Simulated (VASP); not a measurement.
# Sn (Fd-3m) in VASP: notebook

Sn is run at these levels: PBEsol; tasks: single point, relaxation of cell and atoms.

Program: VASP 6.6.1. These are calculated values, not measurements. Logs are shortened: lines on timing, memory, paths and dates and some standing lists are left out, and cuts for length are marked.

## 1. The cell of the first run

Symmetry: Fd-3m, No. 227, cubic system. Conventional cell: a = 6.543 Å, b = 6.543 Å, c = 6.543 Å, α = 90.00°, β = 90.00°, γ = 90.00°. Within 3.7 Å of Sn (site symmetry -43m) lie 4 Sn at 2.83 Å.

This isn't the form of Sn at room conditions, which is tetragonal (white tin).

## 2. Single point, PBEsol

File INCAR:

```
SYSTEM = Sn
PREC = Accurate
ENCUT = 520
EDIFF = 1E-6
ISMEAR = -1
SIGMA = 0.15
LREAL = .FALSE.
LASPH = .TRUE.
NELM = 80
ALGO = Normal
ISIF = 2
LWAVE = .FALSE.
LCHARG = .FALSE.
GGA = PS
NBANDS = 21
```

File KPOINTS:

```
regular mesh
0
G
  12 12 12
  0 0 0
```

File POSCAR:

```
Sn
1.0
    0.0000000000      3.2714855796      3.2714855796
    3.2714855796      0.0000000000      3.2714855796
    3.2714855796      3.2714855796      0.0000000000
Sn
2
Direct
    0.5000000000      0.5000000000      0.5000000000
    0.7500000000      0.7500000000      0.7500000000
```

Potentials or basis: VASP PAW PBE potentials, release 64 (Sn_d).

On the command line:

```console
cat potpaw_PBE.64/Sn_d/POTCAR > POTCAR
mpirun -np 1 vasp_std > vasp.out
```

OUTCAR:

```text
SYSTEM = Sn
   PREC = Accurate
   ENCUT = 520
   EDIFF = 1E-6
   ISMEAR = -1
   LREAL = .FALSE.
   LASPH = .TRUE.
   NELM = 80
   ISIF = 2
   GGA = PS

 ion  position               nearest neighbor table
   1  0.500  0.500  0.500-   2 2.83   2 2.83   2 2.83   2 2.83
   2  0.750  0.750  0.750-   1 2.83   1 2.83   1 2.83   1 2.83

  LATTYP: Found a face centered cubic cell.
 ALAT       =     6.5429711592

  Lattice vectors:

 A1 = (   0.0000000000,   3.2714855796,   3.2714855796)
 A2 = (   3.2714855796,   0.0000000000,   3.2714855796)
 A3 = (   3.2714855796,   3.2714855796,   0.0000000000)

Analysis of symmetry for initial positions (statically):
=====================================================================
 Subroutine PRICEL returns:
 Original cell was already a primitive cell.

 Routine SETGRP: Setting up the symmetry group for a
 face centered cubic supercell.

 Subroutine GETGRP returns: Found 48 space group operations
 (whereof 24 operations were pure point group operations)
 out of a pool of 48 trial point group operations.

The static configuration has the point symmetry T_d .
 The point group associated with its full space group is O_h .

Analysis of symmetry for dynamics (positions and initial velocities):
=====================================================================
 Subroutine PRICEL returns:
 Original cell was already a primitive cell.

 Routine SETGRP: Setting up the symmetry group for a
 face centered cubic supercell.

 Subroutine GETGRP returns: Found 48 space group operations
 (whereof 24 operations were pure point group operations)
 out of a pool of 48 trial point group operations.

The dynamic configuration has the point symmetry T_d .
 The point group associated with its full space group is O_h .

 Subroutine INISYM returns: Found 48 space group operations
 (whereof 24 operations are pure point group operations),
 and found     1 'primitive' translations

----------------------------------------------------------------------------------------

                                     Primitive cell

  volume of cell :      70.0269

  direct lattice vectors                    reciprocal lattice vectors
     0.000000000  3.271485580  3.271485580    -0.152835765  0.152835765  0.152835765
     3.271485580  0.000000000  3.271485580     0.152835765 -0.152835765  0.152835765
     3.271485580  3.271485580  0.000000000     0.152835765  0.152835765 -0.152835765

  length of vectors
     4.626579276  4.626579276  4.626579276     0.264719310  0.264719310  0.264719310

  position of ions in fractional coordinates (direct lattice)
     0.500000000  0.500000000  0.500000000
     0.750000000  0.750000000  0.750000000

  ion indices of the primitive-cell ions
   primitive index   ion index
                 1           1
                 2           2

----------------------------------------------------------------------------------------

 KPOINTS: regular mesh

Automatic generation of k-mesh.
 Grid dimensions read from file:
 generate k-points for:   12   12   12

 Generating k-lattice:

  Cartesian coordinates                     Fractional coordinates (reciprocal lattice)
    -0.012736314  0.012736314  0.012736314     0.083333333  0.000000000  0.000000000
     0.012736314 -0.012736314  0.012736314     0.000000000  0.083333333  0.000000000
     0.012736314  0.012736314 -0.012736314     0.000000000  0.000000000  0.083333333

  Length of vectors
     0.022059942  0.022059942  0.022059942

  Shift w.r.t. Gamma in fractional coordinates (k-lattice)
     0.000000000  0.000000000  0.000000000

 Subroutine IBZKPT returns following result:
 ===========================================

 Found     72 irreducible k-points:

 Following reciprocal coordinates:
            Coordinates               Weight
  0.000000  0.000000  0.000000      1.000000
  0.083333  0.000000  0.000000      8.000000
  0.166667  0.000000  0.000000      8.000000
  0.250000  0.000000  0.000000      8.000000
  0.333333  0.000000  0.000000      8.000000
  0.416667  0.000000  0.000000      8.000000
[... 16 lines left out ...]
  0.500000  0.166667  0.000000     24.000000
 -0.416667  0.166667  0.000000     24.000000
 [... further k-points ...]
   k-points           NKPTS =     72   k-points in BZ     NKDIM =     72   number of bands    NBANDS=     21
   number of dos      NEDOS =    301   number of ions     NIONS =      2
   total plane-waves  NPLWV =  46656
   dimension x,y,z NGX =    36 NGY =   36 NGZ =   36
   dimension x,y,z NGXF=    72 NGYF=   72 NGZF=   72
   ions per type =               2
   NGX,Y,Z   is equivalent  to a cutoff of  12.94, 12.94, 12.94 a.u.
   NGXF,Y,Z  is equivalent  to a cutoff of  25.87, 25.87, 25.87 a.u.
 SYSTEM =  Sn
   PREC   = accura    normal or accurate (medium, high low for compatibility)
   ISTART =      0    job   : 0-new  1-cont  2-samecut
   ICHARG =      2    charge: 1-file 2-atom 10-const
   ISPIN  =      1    spin polarized calculation?
   LNONCOLLINEAR =      F non collinear calculations
   LSORBIT =      F    spin-orbit coupling
   LASPH  =      T    aspherical Exc in radial PAW
   ENCUT  =  520.0 eV  38.22 Ry    6.18 a.u.   8.60  8.60  8.60*2*pi/ulx,y,z
   NELM   =     80;   NELMIN=  2; NELMDL= -5     # of ELM steps
   EDIFF  = 0.1E-05   stopping-criterion for ELM
   LREAL  =      F    real-space projection
   EDIFFG = 0.1E-04   stopping-criterion for IOM
   NSW    =      0    number of steps for IOM
   IBRION =     -1    ionic relax: 0-MD 1-quasi-New 2-CG
   NFREE  =      0    steps in history (QN), initial steepest desc. (CG)
   ISIF   =      2    stress and relaxation
   ISYM   =      2    0-nonsym 1-usesym 2-fastsym
   POTIM  = 0.5000    time-step for ionic-motion
   TEBEG  =    0.0;   TEEND  =   0.0 temperature during run
   PSTRESS=    0.0 pullay stress
   NELECT =      28.0000    total number of electrons
   NUPDOWN=      -1.0000    fix difference up-down
   EMIN   =  10.00;   EMAX   =-10.00  energy-range for DOS
   EFERMI =   0.00;   METHOD = LEGACY
   ISMEAR =    -1;   SIGMA  =   0.15  broadening in eV -4-tet -1-fermi 0-gaus
   EFERMI_NEDOS =   21; number of points for ismear=-14 and -15
   IALGO  =     38    algorithm
   IMIX   =      4    mixing-type and parameters
     AMIX     =   0.40;   BMIX     =  1.00
     AMIX_MAG =   1.60;   BMIX_MAG =  1.00
  volume/ion in A,a.u.               =      35.01       236.28
  Fermi-wavevector in a.u.,A,eV,Ry     =   1.206070  2.279142 19.791099  1.454605
  Thomas-Fermi vector in A             =   2.341748
   LORBIT       =      0    0 simple, 1 ext, 2 COOP (PROOUT), +10 PAW based schemes
   GGA     = PS    functional components
   LHFCALC =     F    Hartree Fock is set to
   AEXX    =    0.0000 exact exchange contribution
   IVDW    =     0    specifies the selected vdW correction
   LEPSILON=     F    determine dielectric tensor
   LRPA    =     F    only Hartree local field effects (RPA)
 non-spin polarized calculation
  energy-cutoff  :      520.00
  volume of cell :       70.03
 maximum number of plane-waves:      1917
   NGX = 17   NGY = 17   NGZ = 17

 number of electron      27.9999986 magnetization

 Free energy of the ion-electron system (eV)
  ---------------------------------------------------
  ext. energy  EPLUGINS =         0.00000000
  ---------------------------------------------------
  free energy    TOTEN  =        -8.47218396 eV

  energy without entropy =       -8.45645150  energy(sigma->0) =       -8.46431773

 E-fermi :   5.2657     XC(G=0):  -8.9602

 val. band max:        5.1802203247   @ k =   0.0833   0.0000   0.0000
 cond. band min:       5.2938128596   @ k =   0.3333   0.0000   0.0000
 fundamental gap:      0.1135925349
 Fermi energy:         5.2656931757

 k-point     1 :       0.0000    0.0000    0.0000
  band No.  band energies     occupation
      1     -16.3219      2.00000
      2     -16.3219      2.00000
      3     -16.3219      2.00000
      4     -16.2648      2.00000
      5     -16.2648      2.00000
      6     -15.9728      2.00000
[... 13 lines left out ...]
     20      13.1423      0.00000
     21      13.1423      0.00000

 k-point     2 :       0.0833    0.0000    0.0000
  band No.  band energies     occupation
      1     -16.3271      2.00000
      2     -16.3271      2.00000
      3     -16.3203      2.00000
      4     -16.2576      2.00000
      5     -16.2576      2.00000
      6     -15.9863      2.00000
[... 13 lines left out ...]
     20      12.5326      0.00000
     21      12.5326      0.00000

 k-point     3 :       0.1667    0.0000    0.0000
  band No.  band energies     occupation
      1     -16.3371      2.00000
      2     -16.3371      2.00000
      3     -16.3158      2.00000
      4     -16.2426      2.00000
      5     -16.2426      2.00000
      6     -16.0021      2.00000
[... 13 lines left out ...]
     20      12.0867      0.00000
     21      12.0867      0.00000

 k-point     4 :       0.2500    0.0000    0.0000
  band No.  band energies     occupation
      1     -16.3459      2.00000
      2     -16.3459      2.00000
      3     -16.3094      2.00000
      4     -16.2275      2.00000
      5     -16.2275      2.00000
      6     -16.0154      2.00000
[... 13 lines left out ...]
     20      12.0521      0.00000
     21      12.0521      0.00000

 k-point     5 :       0.3333    0.0000    0.0000
  band No.  band energies     occupation
      1     -16.3520      2.00000
      2     -16.3520      2.00000
      3     -16.3029      2.00000
      4     -16.2161      2.00000
      5     -16.2161      2.00000
      6     -16.0245      2.00000
[... 13 lines left out ...]
     20      12.4897      0.00000
     21      12.4897      0.00000

 k-point     6 :       0.4167    0.0000    0.0000
  band No.  band energies     occupation
      1     -16.3552      2.00000
      2     -16.3552      2.00000
      3     -16.2979      2.00000
      4     -16.2096      2.00000
      5     -16.2096      2.00000
      6     -16.0292      2.00000
[... 13 lines left out ...]
     20      13.2802      0.00000
     21      13.2802      0.00000

 k-point     7 :       0.5000    0.0000    0.0000
  band No.  band energies     occupation
      1     -16.3561      2.00000
      2     -16.3561      2.00000
      3     -16.2960      2.00000
      4     -16.2076      2.00000
      5     -16.2076      2.00000
      6     -16.0306      2.00000
[... 13 lines left out ...]
     20      13.8678      0.00000
     21      13.9084      0.00000
[... 291 lines left out ...]
      1     -16.3482      2.00000
      2     -16.3427      2.00000
      3     -16.3201      2.00000
      4     -16.2316      2.00000
      5     -16.1981      2.00000
      6     -16.0667      2.00000
[... 13 lines left out ...]
     20      12.3694      0.00000
     21      13.3344      0.00000

 k-point    21 :       0.3333    0.1667    0.0000
  band No.  band energies     occupation
      1     -16.3615      2.00000
      2     -16.3502      2.00000
      3     -16.3040      2.00000
      4     -16.2168      2.00000
      5     -16.1829      2.00000
      6     -16.0809      2.00000
[... 13 lines left out ...]
     20      12.7823      0.00000
     21      13.4929      0.00000

 k-point    22 :       0.4167    0.1667    0.0000
  band No.  band energies     occupation
      1     -16.3717      2.00000
      2     -16.3564      2.00000
      3     -16.2864      2.00000
      4     -16.2028      2.00000
      5     -16.1762      2.00000
      6     -16.0847      2.00000
[... 13 lines left out ...]
     20      13.3474      0.00000
     21      14.0356      0.00000

 k-point    23 :       0.5000    0.1667    0.0000
  band No.  band energies     occupation
      1     -16.3775      2.00000
      2     -16.3610      2.00000
      3     -16.2718      2.00000
      4     -16.1908      2.00000
      5     -16.1800      2.00000
      6     -16.0766      2.00000
[... 13 lines left out ...]
     20      13.7477      0.00000
     21      14.0228      0.00000

 k-point    24 :      -0.4167    0.1667    0.0000
  band No.  band energies     occupation
      1     -16.3781      2.00000
      2     -16.3637      2.00000
      3     -16.2647      2.00000
      4     -16.1916      2.00000
      5     -16.1825      2.00000
      6     -16.0587      2.00000
[... 13 lines left out ...]
     20      12.9881      0.00000
     21      13.1375      0.00000

 [... further k-points ...]

------------------------ aborting loop because EDIFF is reached ----------------------------------------

  FORCE on cell =-STRESS in cart. coord.  units (eV):
  Direction    XX          YY          ZZ          XY          YZ          ZX
  --------------------------------------------------------------------------------------
  -------------------------------------------------------------------------------------
  Total       -0.0285292     -0.0285292     -0.0285292      0.0000000      0.0000000     -0.0000000
  in kB       -0.6527317     -0.6527317     -0.6527317      0.0000000      0.0000000     -0.0000000
  external PRESSURE =      -0.6527317 kB  Pullay stress =       0.0000000 kB

 VOLUME and BASIS-vectors are now :
 -----------------------------------------------------------------------------
  energy-cutoff  :      520.00
  volume of cell :       70.03
      direct lattice vectors                 reciprocal lattice vectors
     0.000000000  3.271485580  3.271485580    -0.152835765  0.152835765  0.152835765
     3.271485580  0.000000000  3.271485580     0.152835765 -0.152835765  0.152835765
     3.271485580  3.271485580  0.000000000     0.152835765  0.152835765 -0.152835765

 POSITION                                       TOTAL-FORCE (eV/Angst)
 -----------------------------------------------------------------------------------
      3.27149      3.27149      3.27149        -0.000000     -0.000000     -0.000000
      4.90723      4.90723      4.90723         0.000000      0.000000      0.000000
 -----------------------------------------------------------------------------------
    total drift:                                0.000000      0.000000      0.000000

  FREE ENERGIE OF THE ION-ELECTRON SYSTEM (eV)
  ---------------------------------------------------
  free  energy   TOTEN  =        -8.4721839552 eV

  energy  without entropy=       -8.4564515034  energy(sigma->0) =       -8.46431773
```

It took 54 s on 1 thread of Intel Xeon 6975P-C (Granite Rapids), shared host; peak memory 0.24 GiB.

What came out:

| Property | Result |
| --- | --- |
| Free energy | -8.4722 eV |
| Pressure | -0.1 GPa |
| Band gap on the k mesh | zero (bands 14 and 15 overlap by 0.20 eV) |

Caveat: the PAW data sets were made with another functional, which shifts forces and pressure a little; spin-orbit coupling is left out, which moves the levels of the heavy elements.

(Continued in part 2 of 2.)

The gap in the log of VASP goes by the Fermi energy; the results here count the filled bands.